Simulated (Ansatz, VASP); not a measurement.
## Ag in VASP and in Ansatz

Contents of POSCAR:

```
Ag
1.0
    0.0000000000      2.0427500000      2.0427500000
    2.0427500000      0.0000000000      2.0427500000
    2.0427500000      2.0427500000      0.0000000000
Ag
1
Direct
    0.0000000000      0.0000000000      0.0000000000
```

The input INCAR.step1:

```
PREC = Accurate
ENCUT = 600
ISMEAR = 0
SIGMA = 0.1
LREAL = False
LASPH = True
NELM = 100
GGA = PE
ALGO = Normal
EDIFF = 1E-4
LWAVE = True
LCHARG = False
```

INCAR.step2

```
PREC = Accurate
ENCUT = 600
EDIFF = 1E-6
ISMEAR = 0
SIGMA = 0.1
LREAL = False
LASPH = True
NELM = 100
ALGO = Normal
ISIF = 3
LWAVE = False
LCHARG = False
METAGGA = R2SCAN
LMIXTAU = True
IBRION = 2
NSW = 100
EDIFFG = -0.005
ISTART = 1
```

File KPOINTS:

```
regular mesh
0
Gamma
  18 18 18
```

Input for Ansatz:

```yaml
crystal:
  lattice:
    - [0.0, 2.04275, 2.04275]
    - [2.04275, 0.0, 2.04275]
    - [2.04275, 2.04275, 0.0]
  atoms:
    - { symbol: Ag, position: [0.0, 0.0, 0.0] }
basis:
  ecutwfc: 500
kpoints:
  mp_grid: { grid: [18, 18, 18] }
hamiltonian:
  xc: r2scan
scf:
  occupations: { method: gaussian, width: 0.1 }
output:
  forces: true
  stress: true
  eigenvalues: true
  write_density: true
  write_potential: true
  elf: true
  volumetric_format: npy
relax:
  adjacent_minimum: "off"
  f_tol: 0.005
  max_steps: 80
  cell: { stress_tol: 0.05 }
```

Alike in both runs: task relaxation of cell and atoms; functional r2SCAN; k mesh 18 × 18 × 18; occupations gaussian, width 0.1 eV; no spin polarisation.

```csv
,VASP,Ansatz
version,VASP 6.6.1,Ansatz 0.2.0
potentials or method,"VASP PAW PBE potentials, release 64 (Ag), cutoff 600 eV","scalar-relativistic, plane waves, PAW"
valence electrons in the cell,11,19
```

|  | VASP | Ansatz | Ansatz less VASP |
| --- | --- | --- | --- |
| gap on the k mesh at the Fermi level, each at its own relaxed structure (eV) | none | none | - |
| relaxed volume (Å³/atom) | 17.31 | 17.28 | -0.022 |
| relaxed cell length with the largest relative difference (Å) | 2.903 | 2.902 | -0.0013 |

VASP's potentials were made for PBE, not for r2SCAN. A gap of «none» marks a metal or a gap that the smearing closes. VASP's potentials hold 11 valence electrons a cell and Ansatz's 19, so a difference there can come from the potentials and not from the codes.
